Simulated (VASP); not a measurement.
# Zr in VASP: a series of runs

Zr is run at these levels: PBE; tasks: single point.

Program: VASP 6.6.1. These are calculated values, not measurements. Logs are shortened: lines on timing, memory, paths and dates and some standing lists are left out, and cuts for length are marked.

### Step 1. The cell of the first run

The cell holds a slab with vacuum, 3 atoms: a = 3.096 Å, b = 3.096 Å, c = 21.832 Å, α = 90.00°, β = 90.00°, γ = 109.47°.

### Step 2. Single point, PBE

INCAR

```
PREC = Accurate
ENCUT = 400
EDIFF = 1E-6
ISMEAR = 0
SIGMA = 0.1
LREAL = F
LASPH = T
NELM = 120
ALGO = Normal
ISIF = 2
LWAVE = F
LCHARG = F
LDIPOL = T
IDIPOL = 3
DIPOL = 0.5 0.5 0.294
GGA = PE
NBANDS = 25
GGA_COMPAT = F
NELMDL = -8
```

KPOINTS

```
Automatic mesh
0
Gamma
  9 9 1
```

POSCAR

```
Zr
1.0
    3.0956614539      0.0000000000      0.0000000000
   -1.0318871513      2.9186176084      0.0000000000
    0.0000000000      0.0000000000     21.8321902890
Zr
3
Direct
    0.5000000000      0.5000000000      0.1832156988
    0.0000000000      0.0000000000      0.2941678493
    0.5000000000      0.5000000000      0.4045489789
```

Potentials or basis: VASP PAW PBE potentials, release 64 (Zr_sv).

On the command line:

```
$ cat potpaw_PBE.64/Zr_sv/POTCAR > POTCAR
$ mpirun -np 1 vasp_std > vasp.out
```

OUTCAR:

```text
PREC = Accurate
   ENCUT = 400
   EDIFF = 1E-6
   ISMEAR = 0
   LREAL = F
   LASPH = T
   NELM = 120
   ISIF = 2
   GGA = PE
   NELMDL = -8

 ion  position               nearest neighbor table
   1  0.500  0.500  0.183-   2 3.01   2 3.01   2 3.50   2 3.50
   2  0.000  0.000  0.294-   3 3.00   3 3.00   1 3.01   1 3.01   3 3.49   3 3.49   1 3.50   1 3.50

   3  0.500  0.500  0.405-   2 3.00   2 3.00   2 3.49   2 3.49

  LATTYP: Found a base centered orthorhombic cell.
 ALAT       =     3.5745619474
 B/A-ratio  =     1.4142135624
 C/A-ratio  =     6.1076547588

  Lattice vectors:

 A1 = (   3.0956614539,   0.0000000000,   0.0000000000)
 A2 = (  -1.0318871513,   2.9186176084,   0.0000000000)
 A3 = (   0.0000000000,   0.0000000000,  21.8321902890)

Analysis of symmetry for initial positions (statically):
=====================================================================
 Subroutine PRICEL returns:
 Original cell was already a primitive cell.

 Routine SETGRP: Setting up the symmetry group for a
 base centered orthorhombic supercell.

 Subroutine GETGRP returns: Found  4 space group operations
 (whereof  4 operations were pure point group operations)
 out of a pool of  8 trial point group operations.

The static configuration has the point symmetry C_2v.

Analysis of symmetry for dynamics (positions and initial velocities):
=====================================================================
 Subroutine PRICEL returns:
 Original cell was already a primitive cell.

 Routine SETGRP: Setting up the symmetry group for a
 base centered orthorhombic supercell.

 Subroutine GETGRP returns: Found  4 space group operations
 (whereof  4 operations were pure point group operations)
 out of a pool of  8 trial point group operations.

The dynamic configuration has the point symmetry C_2v.

 Subroutine INISYM returns: Found  4 space group operations
 (whereof  4 operations are pure point group operations),
 and found     1 'primitive' translations

----------------------------------------------------------------------------------------

                                     Primitive cell

  volume of cell :     197.2550

  direct lattice vectors                    reciprocal lattice vectors
     3.095661454  0.000000000  0.000000000     0.323032739  0.114209320  0.000000000
    -1.031887151  2.918617608  0.000000000     0.000000000  0.342627961  0.000000000
     0.000000000  0.000000000 21.832190289     0.000000000  0.000000000  0.045803925

  length of vectors
     3.095661454  3.095661454 21.832190289     0.342627961  0.342627961  0.045803925

  position of ions in fractional coordinates (direct lattice)
     0.500000000  0.500000000  0.183215699
     0.000000000  0.000000000  0.294167849
     0.500000000  0.500000000  0.404548979

  ion indices of the primitive-cell ions
   primitive index   ion index
                 1           1
                 2           2
                 3           3

----------------------------------------------------------------------------------------

 KPOINTS: Automatic mesh

Automatic generation of k-mesh.
 Grid dimensions read from file:
 generate k-points for:    9    9    1

 Generating k-lattice:

  Cartesian coordinates                     Fractional coordinates (reciprocal lattice)
     0.035892527  0.012689924  0.000000000     0.111111111  0.000000000  0.000000000
     0.000000000  0.038069773  0.000000000     0.000000000  0.111111111  0.000000000
     0.000000000  0.000000000  0.045803925     0.000000000  0.000000000  1.000000000

  Length of vectors
     0.038069773  0.038069773  0.045803925

  Shift w.r.t. Gamma in fractional coordinates (k-lattice)
     0.000000000  0.000000000  0.000000000

 Subroutine IBZKPT returns following result:
 ===========================================

 Found     25 irreducible k-points:

 Following reciprocal coordinates:
            Coordinates               Weight
  0.000000  0.000000  0.000000      1.000000
  0.111111  0.000000  0.000000      4.000000
  0.222222  0.000000  0.000000      4.000000
  0.333333  0.000000  0.000000      4.000000
  0.444444  0.000000  0.000000      4.000000
  0.111111  0.111111  0.000000      2.000000
[... 16 lines left out ...]
 -0.333333  0.333333  0.000000      2.000000
  0.444444  0.444444  0.000000      2.000000
   k-points           NKPTS =     25   k-points in BZ     NKDIM =     25   number of bands    NBANDS=     25
   number of dos      NEDOS =    301   number of ions     NIONS =      3
   total plane-waves  NPLWV =  57600
   dimension x,y,z NGX =    20 NGY =   20 NGZ =  144
   dimension x,y,z NGXF=    40 NGYF=   40 NGZF=  288
   ions per type =               3
   NGX,Y,Z   is equivalent  to a cutoff of  10.74, 10.74, 10.97 a.u.
   NGXF,Y,Z  is equivalent  to a cutoff of  21.48, 21.48, 21.93 a.u.
 SYSTEM =  unknown system
   PREC   = accura    normal or accurate (medium, high low for compatibility)
   ISTART =      0    job   : 0-new  1-cont  2-samecut
   ICHARG =      2    charge: 1-file 2-atom 10-const
   ISPIN  =      1    spin polarized calculation?
   LNONCOLLINEAR =      F non collinear calculations
   LSORBIT =      F    spin-orbit coupling
   LASPH  =      T    aspherical Exc in radial PAW
   ENCUT  =  400.0 eV  29.40 Ry    5.42 a.u.   5.05  5.05 35.60*2*pi/ulx,y,z
   NELM   =    120;   NELMIN=  2; NELMDL= -8     # of ELM steps
   EDIFF  = 0.1E-05   stopping-criterion for ELM
   LREAL  =      F    real-space projection
   EDIFFG = 0.1E-04   stopping-criterion for IOM
   NSW    =      0    number of steps for IOM
   IBRION =     -1    ionic relax: 0-MD 1-quasi-New 2-CG
   NFREE  =      0    steps in history (QN), initial steepest desc. (CG)
   ISIF   =      2    stress and relaxation
   ISYM   =      2    0-nonsym 1-usesym 2-fastsym
   POTIM  = 0.5000    time-step for ionic-motion
   TEBEG  =    0.0;   TEEND  =   0.0 temperature during run
   PSTRESS=    0.0 pullay stress
   NELECT =      36.0000    total number of electrons
   NUPDOWN=      -1.0000    fix difference up-down
   EMIN   =  10.00;   EMAX   =-10.00  energy-range for DOS
   EFERMI =   0.00;   METHOD = LEGACY
   ISMEAR =     0;   SIGMA  =   0.10  broadening in eV -4-tet -1-fermi 0-gaus
   EFERMI_NEDOS =   21; number of points for ismear=-14 and -15
   IALGO  =     38    algorithm
   IMIX   =      4    mixing-type and parameters
     AMIX     =   0.40;   BMIX     =  1.00
     AMIX_MAG =   1.60;   BMIX_MAG =  1.00
  volume/ion in A,a.u.               =      65.75       443.71
  Fermi-wavevector in a.u.,A,eV,Ry     =   0.928609  1.754817 11.732510  0.862315
  Thomas-Fermi vector in A             =   2.054804
   LORBIT       =      0    0 simple, 1 ext, 2 COOP (PROOUT), +10 PAW based schemes
   GGA     = PE    functional components
   LHFCALC =     F    Hartree Fock is set to
   AEXX    =    0.0000 exact exchange contribution
   IVDW    =     0    specifies the selected vdW correction
   LEPSILON=     F    determine dielectric tensor
   LRPA    =     F    only Hartree local field effects (RPA)
 non-spin polarized calculation
 Gauss-broadening in eV      SIGMA  =   0.10
  energy-cutoff  :      400.00
  volume of cell :      197.25
 maximum number of plane-waves:      3626
   NGX = 11   NGY = 11   NGZ = 71

 dipolmoment           0.000000      0.000000     -0.002744 electrons x Angstroem

 number of electron      35.9999999 magnetization

 dipolmoment           0.000000      0.000000      0.000490 electrons x Angstroem

 Free energy of the ion-electron system (eV)
  ---------------------------------------------------
  ext. energy  EPLUGINS =         0.00000000
  ---------------------------------------------------
  free energy    TOTEN  =       -23.67873599 eV

  energy without entropy =      -23.64461427  energy(sigma->0) =      -23.66167513

 E-fermi :   0.5522     XC(G=0):  -4.7978

 val. band max:        0.5454559331   @ k =   0.3333   0.2222   0.0000
 cond. band min:       0.5616397897   @ k =   0.1111   0.0000   0.0000
 fundamental gap:      0.0161838566
 Fermi energy:         0.5521561800

 k-point     1 :       0.0000    0.0000    0.0000
  band No.  band energies     occupation
      1     -48.1257      2.00000
      2     -48.1129      2.00000
      3     -47.5547      2.00000
      4     -26.4677      2.00000
      5     -26.2437      2.00000
      6     -25.8532      2.00000
[... 17 lines left out ...]
     24       3.6201      0.00000
     25       3.7184      0.00000

 k-point     2 :       0.1111    0.0000    0.0000
  band No.  band energies     occupation
      1     -48.1152      2.00000
      2     -48.1033      2.00000
      3     -47.5464      2.00000
      4     -26.4415      2.00000
      5     -26.2483      2.00000
      6     -25.8989      2.00000
[... 17 lines left out ...]
     24       3.4505      0.00000
     25       3.5632      0.00000

 k-point     3 :       0.2222    0.0000    0.0000
  band No.  band energies     occupation
      1     -48.0886      2.00000
      2     -48.0788      2.00000
      3     -47.5252      2.00000
      4     -26.3797      2.00000
      5     -26.2716      2.00000
      6     -26.0890      2.00000
[... 17 lines left out ...]
     24       3.4827      0.00000
     25       3.7838      0.00000

 k-point     4 :       0.3333    0.0000    0.0000
  band No.  band energies     occupation
      1     -48.0584      2.00000
      2     -48.0504      2.00000
      3     -47.5010      2.00000
      4     -26.4120      2.00000
      5     -26.3362      2.00000
      6     -26.2873      2.00000
[... 17 lines left out ...]
     24       3.6466      0.00000
     25       3.9739      0.00000
[... 477 lines left out ...]
 k-point    22 :      -0.4444    0.3333    0.0000
  band No.  band energies     occupation
      1     -48.0006      2.00000
      2     -47.9915      2.00000
      3     -47.4376      2.00000
      4     -26.4382      2.00000
      5     -26.4199      2.00000
      6     -26.2294      2.00000
[... 17 lines left out ...]
     24       3.8218      0.00000
     25       4.2233      0.00000

 k-point    23 :      -0.3333    0.3333    0.0000
  band No.  band energies     occupation
      1     -48.0186      2.00000
      2     -48.0087      2.00000
      3     -47.4533      2.00000
      4     -26.3270      2.00000
      5     -26.3238      2.00000
      6     -26.2527      2.00000
[... 17 lines left out ...]
     24       3.5907      0.00000
     25       3.6700      0.00000

 k-point    24 :       0.4444    0.4444    0.0000
  band No.  band energies     occupation
      1     -47.9848      2.00000
      2     -47.9760      2.00000
      3     -47.4224      2.00000
      4     -26.5167      2.00000
      5     -26.4768      2.00000
      6     -26.2314      2.00000
[... 17 lines left out ...]
     24       4.6096      0.00000
     25       4.7077      0.00000

 [... further k-points ...]

------------------------ aborting loop because EDIFF is reached ----------------------------------------

 vacuum level on the upper side and lower side of the slab       (xc-potential included)        -0.243        -0.248

  FORCE on cell =-STRESS in cart. coord.  units (eV):
  Direction    XX          YY          ZZ          XY          YZ          ZX
  --------------------------------------------------------------------------------------
  -------------------------------------------------------------------------------------
  Total       -2.0802300     -1.6548284     -0.0939198      0.6016088      0.0000000      0.0000000
  in kB      -16.8963922    -13.4411236     -0.7628509      4.8864876      0.0000000      0.0000000
  external PRESSURE =     -10.3667889 kB  Pullay stress =       0.0000000 kB

 VOLUME and BASIS-vectors are now :
 -----------------------------------------------------------------------------
  energy-cutoff  :      400.00
  volume of cell :      197.25
      direct lattice vectors                 reciprocal lattice vectors
     3.095661454  0.000000000  0.000000000     0.323032739  0.114209320  0.000000000
    -1.031887151  2.918617608  0.000000000     0.000000000  0.342627961  0.000000000
     0.000000000  0.000000000 21.832190289     0.000000000  0.000000000  0.045803925

 POSITION                                       TOTAL-FORCE (eV/Angst)
 -----------------------------------------------------------------------------------
      1.03189      1.45931      4.00000         0.000000      0.000000      0.013025
      0.00000      0.00000      6.42233         0.000000      0.000000     -0.032520
      1.03189      1.45931      8.83219        -0.000000      0.000000      0.019495
 -----------------------------------------------------------------------------------
    total drift:                                0.000000      0.000000     -0.000015

  FREE ENERGIE OF THE ION-ELECTRON SYSTEM (eV)
  ---------------------------------------------------
  free  energy   TOTEN  =       -23.6787359947 eV

  energy  without entropy=      -23.6446142687  energy(sigma->0) =      -23.66167513

 vacuum level on the upper side and lower side of the slab         4.422         4.413
```

Wall time 3.5 min (1 thread of Intel Xeon 8259CL, shared host); peak memory 0.25 GiB.

What came out:

```
Free energy            : -23.6787 eV
Largest force          : 0.033 eV/Å
Band gap on the k mesh : zero (bands 18 and 19 overlap by 0.66 eV)
```

Forces on the atoms (eV/Å):
```
Zr   0.000  0.000  0.013
Zr   0.000  0.000 -0.033
Zr   0.000  0.000  0.019
```

### Step 3. Single point, PBE

This run uses another cell than the first one.

INCAR

```
ALGO = Normal
DIPOL = 0.5 0.5 0.494
EDIFF = 1E-6
ENCUT = 400
GGA = PE
GGA_COMPAT = F
IDIPOL = 3
ISIF = 2
ISMEAR = 0
LASPH = T
LCHARG = F
LDIPOL = T
LREAL = F
LWAVE = F
NBANDS = 25
NELM = 120
NELMDL = -8
PREC = Accurate
SIGMA = 0.1
```

KPOINTS

```
k-points
0
Gamma
  10 10 1
```

POSCAR

```
Zr
1.0
    3.0956614539      0.0000000000      0.0000000000
   -1.0318871513      2.9186176084      0.0000000000
    0.0000000000      0.0000000000     19.0551939857
Zr
3
Direct
    0.5000000000      0.5000000000      0.3673539091
    0.0000000000      0.0000000000      0.4944755991
    0.5000000000      0.5000000000      0.6209430509
```

Potentials or basis: VASP PAW PBE potentials, release 64 (Zr_sv).

On the command line:

```
$ cat potpaw_PBE.64/Zr_sv/POTCAR > POTCAR
$ mpirun -np 1 vasp_std > vasp.out
```

Wall time 4 min (1 thread of Intel Xeon 8259CL, shared host); peak memory 0.25 GiB.

It converged, with:

```yaml
Free_energy: -23.6734 eV
Largest_force: 0.029 eV/Å
Band_gap_on_the_k_mesh: zero (bands 18 and 19 overlap by 0.62 eV)
```

Forces on the atoms (eV/Å):
```
Zr   0.000  0.000  0.009
Zr   0.000  0.000 -0.029
Zr   0.000  0.000  0.020
```

Levels at points of the mesh, in eV from the Fermi level:
```tsv
k point	band 14	band 15	band 16	band 17	band 18	band 19	band 20	band 21	band 22	band 23
(0.00, 0.00, 0.00)	-3.63	-2.87	-0.61	-0.05	0.02	0.02	0.97	1.24	1.47	1.58
(0.50, 0.00, 0.00)	-2.37	-1.71	-0.63	-0.52	-0.49	0.45	0.85	1.76	2.74	3.26
(0.50, 0.50, 0.00)	-2.31	-2.18	-1.89	-0.84	-0.27	1.46	1.51	2.19	2.56	3.18
```
